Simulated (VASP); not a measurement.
# Au (P6_3/mmc) in VASP: notebook, part 2 of 2

VASP 6.6.1. The steps go on from the part before.

## 3. Single point, PBEsol (zz strain of -2 %)

INCAR reads:

```
ALGO     = Normal         # electronic algorithm
EDIFF    = 1E-7           # SCF threshold, eV
ENCUT    = 520            # plane-wave cutoff, eV
GGA      = PS             # functional
ISIF     = 2              # what is computed and relaxed
ISMEAR   = -1             # smearing method
LASPH    = T              # aspherical terms in the spheres
LCHARG   = F              # write CHGCAR
LREAL    = F              # projectors in reciprocal space
LWAVE    = F              # write WAVECAR
NBANDS   = 18             # bands
NELM     = 60             # most SCF steps
PREC     = Accurate       # precision mode
SIGMA    = 0.03           # smearing width, eV
```

KPOINTS reads:

```
k-points
0
Gamma
  14 14 8
```

POSCAR reads:

```
Au
1.0
    2.8999984104      0.0000000000      0.0000000000
   -1.4499992052      2.5114722944      0.0000000000
    0.0000000000      0.0000000000      4.7824000000
Au
2
Direct
    0.3333333333      0.6666666667      0.7500000000
    0.6666666667      0.3333333333      0.2500000000
```

Potentials or basis: VASP PAW PBE potentials, release 64 (Au).

The run is started by

```console
> cat potpaw_PBE.64/Au/POTCAR > POTCAR
> mpirun -np 1 vasp_std > vasp.out
```

OUTCAR:

```text
EDIFF = 1E-7
   ENCUT = 520
   GGA = PS
   ISIF = 2
   ISMEAR = -1
   LASPH = T
   LREAL = F
   NELM = 60
   PREC = Accurate

 ion  position               nearest neighbor table
   1  0.333  0.667  0.750-   2 2.92   2 2.92   2 2.92   2 2.92   2 2.92   2 2.92
   2  0.667  0.333  0.250-   1 2.92   1 2.92   1 2.92   1 2.92   1 2.92   1 2.92

  LATTYP: Found a hexagonal cell.
 ALAT       =     2.8999984104
 C/A-ratio  =     1.6491043522

  Lattice vectors:

 A1 = (   2.8999984104,   0.0000000000,   0.0000000000)
 A2 = (  -1.4499992052,   2.5114722944,   0.0000000000)
 A3 = (   0.0000000000,   0.0000000000,   4.7824000000)

Analysis of symmetry for initial positions (statically):
=====================================================================
 Subroutine PRICEL returns:
 Original cell was already a primitive cell.

 Routine SETGRP: Setting up the symmetry group for a
 hexagonal supercell.

 Subroutine GETGRP returns: Found 24 space group operations
 (whereof 12 operations were pure point group operations)
 out of a pool of 24 trial point group operations.

The static configuration has the point symmetry D_3d.
 The point group associated with its full space group is D_6h.

Analysis of symmetry for dynamics (positions and initial velocities):
=====================================================================
 Subroutine PRICEL returns:
 Original cell was already a primitive cell.

 Routine SETGRP: Setting up the symmetry group for a
 hexagonal supercell.

 Subroutine GETGRP returns: Found 24 space group operations
 (whereof 12 operations were pure point group operations)
 out of a pool of 24 trial point group operations.

The dynamic configuration has the point symmetry D_3d.
 The point group associated with its full space group is D_6h.

 Subroutine INISYM returns: Found 24 space group operations
[... 106 lines left out ...]
   TEBEG  =    0.0;   TEEND  =   0.0 temperature during run
   PSTRESS=    0.0 pullay stress
   NELECT =      22.0000    total number of electrons
   NUPDOWN=      -1.0000    fix difference up-down
   EMIN   =  10.00;   EMAX   =-10.00  energy-range for DOS
   EFERMI =   0.00;   METHOD = LEGACY
   ISMEAR =    -1;   SIGMA  =   0.03  broadening in eV -4-tet -1-fermi 0-gaus
   EFERMI_NEDOS =   21; number of points for ismear=-14 and -15
   IALGO  =     38    algorithm
   IMIX   =      4    mixing-type and parameters
     AMIX     =   0.40;   BMIX     =  1.00
     AMIX_MAG =   1.60;   BMIX_MAG =  1.00
  volume/ion in A,a.u.               =      17.42       117.53
  Fermi-wavevector in a.u.,A,eV,Ry     =   1.404618  2.654344 26.843656  1.972953
  Thomas-Fermi vector in A             =   2.527162
   LORBIT       =      0    0 simple, 1 ext, 2 COOP (PROOUT), +10 PAW based schemes
   GGA     = PS    functional components
   LHFCALC =     F    Hartree Fock is set to
   AEXX    =    0.0000 exact exchange contribution
   IVDW    =     0    specifies the selected vdW correction
   LEPSILON=     F    determine dielectric tensor
   LRPA    =     F    only Hartree local field effects (RPA)
 non-spin polarized calculation
  energy-cutoff  :      520.00
  volume of cell :       34.83
 maximum number of plane-waves:       966
 NGX is ok and might be reduce to    24
   NGX = 11   NGY = 11   NGZ = 17

 number of electron      22.0000006 magnetization

 Free energy of the ion-electron system (eV)
  ---------------------------------------------------
  ext. energy  EPLUGINS =         0.00000000
  ---------------------------------------------------
  free energy    TOTEN  =        -7.81375331 eV

  energy without entropy =       -7.81058561  energy(sigma->0) =       -7.81216946

 E-fermi :   8.8401     XC(G=0): -12.7564

 val. band max:        8.8166249516   @ k =   0.3571   0.1429   0.2500
 cond. band min:       8.8463491356   @ k =   0.4286   0.0714   0.1250
 fundamental gap:      0.0297241840
 Fermi energy:         8.8400543921

 k-point     1 :       0.0000    0.0000    0.0000
  band No.  band energies     occupation
      1      -0.7732      2.00000
      2       1.7492      2.00000
      3       4.2852      2.00000
      4       4.4636      2.00000
      5       4.4636      2.00000
      6       4.7879      2.00000
[... 481 lines left out ...]
      5       4.2557      2.00000
      6       4.4015      2.00000
[... 10 lines left out ...]
     17      19.8713      0.00000
     18      20.1349      0.00000

 [... further k-points ...]
[... 5 lines left out ...]
  --------------------------------------------------------------------------------------
  -------------------------------------------------------------------------------------
  Total       -0.9210557     -0.9210557     -0.6719310      0.0000000      0.0000000      0.0000000
  in kB      -42.3666818    -42.3666818    -30.9074537      0.0000000      0.0000000      0.0000000
  external PRESSURE =     -38.5469391 kB  Pullay stress =       0.0000000 kB

 VOLUME and BASIS-vectors are now :
 -----------------------------------------------------------------------------
  energy-cutoff  :      520.00
  volume of cell :       34.83
      direct lattice vectors                 reciprocal lattice vectors
     2.899998410  0.000000000  0.000000000     0.344827775  0.199086409  0.000000000
    -1.449999205  2.511472294  0.000000000     0.000000000  0.398172818  0.000000000
     0.000000000  0.000000000  4.782400000     0.000000000  0.000000000  0.209100033

 POSITION                                       TOTAL-FORCE (eV/Angst)
 -----------------------------------------------------------------------------------
     -0.00000      1.67431      3.58680         0.000000      0.000000      0.000000
      1.45000      0.83716      1.19560        -0.000000     -0.000000      0.000000
 -----------------------------------------------------------------------------------
    total drift:                               -0.000000      0.000000     -0.000000

  FREE ENERGIE OF THE ION-ELECTRON SYSTEM (eV)
  ---------------------------------------------------
  free  energy   TOTEN  =        -7.8137533079 eV

  energy  without entropy=       -7.8105856054  energy(sigma->0) =       -7.81216946
```

OSZICAR:

```text
N       E                     dE             d eps       ncg     rms          rms(c)
DAV:   1     0.120878215806E+03    0.12088E+03   -0.11674E+04  4328   0.119E+03
DAV:   2    -0.635634372677E+01   -0.12723E+03   -0.12147E+03  4604   0.259E+02
DAV:   3    -0.848670249461E+01   -0.21304E+01   -0.21103E+01  5142   0.337E+01
DAV:   4    -0.849575783180E+01   -0.90553E-02   -0.90544E-02  4808   0.231E+00
DAV:   5    -0.849583787458E+01   -0.80043E-04   -0.80043E-04  4788   0.230E-01    0.127E+01
DAV:   6    -0.786008156337E+01    0.63576E+00   -0.12043E+00  4446   0.100E+01    0.794E+00
DAV:   7    -0.781918620683E+01    0.40895E-01   -0.10634E-01  4846   0.293E+00    0.354E+00
DAV:   8    -0.781379307633E+01    0.53931E-02   -0.90705E-03  4524   0.805E-01    0.439E-01
DAV:   9    -0.781374512179E+01    0.47955E-04   -0.73007E-05  4806   0.769E-02    0.239E-02
DAV:  10    -0.781375325980E+01   -0.81380E-05   -0.28353E-06  4882   0.155E-02    0.570E-03
DAV:  11    -0.781375330794E+01   -0.48135E-07   -0.22866E-07  4702   0.377E-03
   1 F= -.78137533E+01 E0= -.78121695E+01  d E =-.316770E-02
```

stdout:

```text
POSCAR found type information on POSCAR Au
 POSCAR found :  1 types and       2 ions
 scaLAPACK will be used
 -----------------------------------------------------------------------------
|                                                                             |
|                                                                             |
|     You enforced a specific xc type in the INCAR file but a different       |
|     I HOPE YOU KNOW WHAT YOU ARE DOING!                                     |
|                                                                             |
 -----------------------------------------------------------------------------

 LDA part: xc-table for (Slater+PW92), standard interpolation
 POSCAR, INCAR and KPOINTS ok, starting setup
 FFT: planning ... GRIDC
 FFT: planning ... GRID_SOFT
 FFT: planning ... GRID
 WAVECAR not read
 entering main loop
```

Wall time 20 s (1 thread of Intel Xeon 6975P-C (Granite Rapids), shared host); peak memory 0.19 GiB.

Results:

```yaml
Free_energy: -7.8138 eV
Pressure: -3.9 GPa
Band_gap_on_the_k_mesh: zero (band 11 reaches 12.66 eV, above the bottom of band 12 at 6.31 eV)
```

Stress tensor (GPa, compression positive):
```
-4.24  0.00  0.00
 0.00 -4.24  0.00
 0.00  0.00 -3.09
```

Caveat: the cell differs from its parent crystal (zz strain of -2 %); the PAW data sets were made with another functional, which shifts forces and pressure a little; spin-orbit coupling is left out, which moves the levels of the heavy elements.
